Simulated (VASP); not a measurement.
A run of VASP 6.6.1 is set up as follows.

Contents of INCAR:

```
PREC     = Accurate       # precision mode
ENCUT    = 520            # plane-wave cutoff, eV
EDIFF    = 1E-6           # SCF threshold, eV
ISMEAR   = -1             # smearing method
SIGMA    = 0.08           # smearing width, eV
LREAL    = False          # projectors in reciprocal space
LASPH    = True           # aspherical terms in the spheres
NELM     = 60             # most SCF steps
ALGO     = Normal         # electronic algorithm
ISIF     = 2              # what is computed and relaxed
LWAVE    = False          # write WAVECAR
LCHARG   = False          # write CHGCAR
GGA      = PE             # functional
NBANDS   = 11             # bands
```

The input KPOINTS:

```
regular mesh
0
Gamma
  16 16 15
```

POSCAR

```
Pt
1.0
    2.6230787120      0.0000000000      0.0000000000
   -1.3115393560      2.2716528008      0.0000000000
    0.0000000000      0.0000000000      2.5995363311
Pt
1
Direct
    0.0000000000      0.0000000000      0.0000000000
```

Potentials or basis: VASP PAW PBE potentials, release 64 (Pt).

Launch:

```console
$ cat potpaw_PBE.64/Pt/POTCAR > POTCAR
$ mpirun -np 1 vasp_std > vasp.out
```

Question: Estimate the pressure.

Answer: 21.7 GPa.

Question: What does it give for the band gap on the k mesh?

Answer: Zero (band 5 reaches 12.34 eV, above the bottom of band 6 at 9.16 eV).

Stress tensor (GPa, compression positive):
```
21.78  0.00  0.00
 0.00 21.78  0.00
 0.00  0.00 21.62
```

Caveat: spin-orbit coupling is left out, which moves the levels of the heavy elements.
